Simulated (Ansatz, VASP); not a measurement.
# Two plane-wave programs on BN

```xyz
8
Lattice="2.5480 0.0000 0.0000 -1.2740 2.2066 0.0000 0.0000 0.0000 8.3754" Properties=species:S:1:pos:R:3 pbc="T T T"
B     0.0000    0.0000    0.0033
B     0.0000    1.4711    2.0912
B     0.0000    0.0000    4.1909
B     1.2740    0.7355    6.2789
N     0.0000    0.0000    1.5661
N     0.0000    1.4711    3.6678
N     0.0000    0.0000    5.7538
N     1.2740    0.7355    7.8555
```

Alike in both runs: task single point; functional PBE; k mesh 12 × 12 × 4; occupations fermi-dirac, width 0.02 eV; no spin polarisation.

```csv
,VASP,Ansatz
version,VASP 6.6.1,Ansatz 0.2.0
potentials or method,"VASP PAW PBE potentials, release 64 (B, N)","plane waves, PAW"
plane-wave cutoff (eV),520,420
valence electrons in the cell,32,32
```

```csv
,VASP,Ansatz,Ansatz less VASP
gap on the k mesh at the Fermi level (eV),5.52,5.53,+0.010
pressure (GPa),5.0,4.7,-0.28
"traceless stress, the component that is largest in VASP (GPa)",-0.07,-0.05,+0.020
rms of the force components (eV/Å),0.003,0.003,-0.0006
```

Atom by atom the forces differ by 0.001 eV/Å (rms over components). The functional is the same, so the differences come from potentials, cutoffs and numerics.
